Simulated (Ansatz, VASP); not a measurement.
Mo in VASP and in Ansatz

INCAR

```
ALGO     = Fast           # electronic algorithm
EDIFF    = 1E-6           # SCF threshold, eV
ENCUT    = 520            # plane-wave cutoff, eV
ISIF     = 2              # what is computed and relaxed
ISMEAR   = 0              # smearing method
LASPH    = True           # aspherical terms in the spheres
LCHARG   = False          # write CHGCAR
LREAL    = False          # projectors in reciprocal space
LWAVE    = False          # write WAVECAR
NBANDS   = 13             # bands
NELM     = 60             # most SCF steps
PREC     = Accurate       # precision mode
SIGMA    = 0.15           # smearing width, eV
```

The input KPOINTS:

```
k-points
0
Gamma
  20 20 20
```

POSCAR

```
Mo
1.0
   -1.4571313271      1.7682681075      1.4416522723
    1.4571313271     -1.7682681075      1.4416522723
    1.4571313271      1.7682681075     -1.4416522723
Mo
1
Direct
    0.0000000000      0.0000000000      0.0000000000
```

Input for Ansatz:

```yaml
crystal:
  lattice:
    - [-1.4571313271, 1.7682681075, 1.4416522723]
    - [1.4571313271, -1.7682681075, 1.4416522723]
    - [1.4571313271, 1.7682681075, -1.4416522723]
  atoms:
    - { symbol: Mo, position: [0.0, 0.0, 0.0] }
basis:
  ecutwfc: 420
kpoints:
  mp_grid: { grid: [20, 20, 20] }
hamiltonian:
  xc: lda
  pseudopotentials: { kind: paw, azcp: { folder: soft_1 } }
scf:
  occupations: { method: gaussian, width: 0.15 }
output:
  forces: true
  stress: true
  eigenvalues: true
```

Change from the starting cell: strain +e along x and -e along y -0.1000, strain +e along z and -e/2 along x and y -0.0733.

Alike in both runs: task single point; functional LDA; k mesh 20 × 20 × 20; occupations gaussian, width 0.15 eV; no spin polarisation.

```csv
,VASP,Ansatz
version,VASP 6.6.1,Ansatz 0.2.0
potentials or method,"VASP PAW LDA potentials, release 64 (Mo_sv), cutoff 520 eV","scalar-relativistic, plane waves, PAW"
valence electrons in the cell,14,14
```

Ansatz gave:

| Quantity | Value |
| --- | --- |
| gap on the k mesh at the Fermi level (eV) | none |
| pressure (GPa) | 7.5 |
| traceless stress, the component that is largest in VASP (GPa) | -19.51 |

Q: What did VASP give for the same quantities?

A: gap on the k mesh at the Fermi level (eV): none; pressure (GPa): 8.7; traceless stress, the component that is largest in VASP (GPa): -19.43.

Ansatz warns that its potentials were made for another functional, while VASP's fit it. LDA's correlation is that of Perdew and Zunger in VASP and of Perdew and Wang (1992) in Ansatz. A gap of «none» marks a metal or a gap that the smearing closes.
